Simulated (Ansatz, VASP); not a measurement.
Two plane-wave programs on TiC

File INCAR:

```
PREC = Accurate
ENCUT = 520
EDIFF = 1E-6
ISMEAR = 0
SIGMA = 0.15
LREAL = F
LASPH = T
NELM = 60
ALGO = Normal
ISIF = 2
LWAVE = F
LCHARG = F
GGA = PS
NBANDS = 15
```

The input KPOINTS:

```
Automatic mesh
0
Gamma
  18 18 18
```

The input POSCAR:

```
TiC
1.0
    0.0000000000      2.1315400000      2.1640000000
    2.1964600000      0.0000000000      2.1640000000
    2.1964600000      2.1315400000      0.0000000000
Ti C
1 1
Direct
    0.0000000000      0.0000000000      0.0000000000
    0.5000000000      0.5000000000      0.5000000000
```

Input for Ansatz:

```yaml
crystal:
  lattice:
    - [0.0, 2.13154, 2.164]
    - [2.19646, 0.0, 2.164]
    - [2.19646, 2.13154, 0.0]
  atoms:
    - { symbol: Ti, position: [0.0, 0.0, 0.0] }
    - { symbol: C, position: [0.5, 0.5, 0.5] }
basis:
  ecutwfc: 420
kpoints:
  mp_grid: { grid: [18, 18, 18] }
hamiltonian:
  xc: pbesol
scf:
  occupations: { method: gaussian, width: 0.15 }
output:
  forces: true
  stress: true
  eigenvalues: true
```

Change from the starting cell: strain +0.0150 x Voigt [1, -1, 0, 0, 0, 0], atoms carried along.

Alike in both runs: task single point; functional PBEsol; k mesh 18 × 18 × 18; occupations gaussian, width 0.15 eV; no spin polarisation.

|  | VASP | Ansatz |
| --- | --- | --- |
| version | VASP 6.6.1 | Ansatz 0.2.0 |
| potentials or method | VASP PAW PBE potentials, release 64 (Ti_sv, C), cutoff 520 eV | scalar-relativistic, plane waves, PAW |
| valence electrons in the cell | 16 | 16 |

Ansatz gave:

```
gap on the k mesh at the Fermi level (eV)                     : none
pressure (GPa)                                                : -5.8
traceless stress, the component that is largest in VASP (GPa) : 5.97
```

Q: Which values does VASP return?

A: gap on the k mesh at the Fermi level (eV): none; pressure (GPa): -5.5; traceless stress, the component that is largest in VASP (GPa): 6.00.

VASP's potentials were made for PBE, not for PBEsol. A gap of «none» marks a metal or a gap that the smearing closes.
